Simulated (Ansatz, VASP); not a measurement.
## Two plane-wave programs on SrV3

```xyz
8
Lattice="7.0501 0.0000 0.0000 -3.5250 6.1056 0.0000 0.0000 0.0000 4.6962" Properties=species:S:1:pos:R:3 pbc="T T T"
Sr    0.0000    4.0704    1.1741
Sr    3.5250    2.0352    3.5222
V     3.5250    4.7854    1.1741
V    -2.3817    5.4455    3.5222
V     1.1433    0.6601    1.1741
V     0.0000    1.3202    3.5222
V     5.9068    0.6601    1.1741
V     2.3817    5.4455    3.5222
```

Alike in both runs: functional PBE; k mesh 3 × 3 × 4; occupations gaussian, width 0.1 eV; no spin polarisation.

Ansatz relaxed the structure, and its values are those at the end. VASP's run is a single point on that final structure, the one shown.

```csv
,VASP,Ansatz
version,VASP 6.6.1,Ansatz 0.2.0
potentials or method,"VASP PAW PBE potentials, release 64 (Sr_sv, V_sv), cutoff 520 eV","scalar-relativistic, plane waves, PAW"
valence electrons in the cell,98,98
```

Ansatz gave:

```
gap on the k mesh at the Fermi level (eV) : none
pressure (GPa)                            : -0.1
rms of the force components (eV/Å)        : 0.010
```

Q: Estimate VASP's values.

A: gap on the k mesh at the Fermi level (eV): none; pressure (GPa): 0.2; rms of the force components (eV/Å): 0.048.

A gap of «none» marks a metal or a gap that the smearing closes.
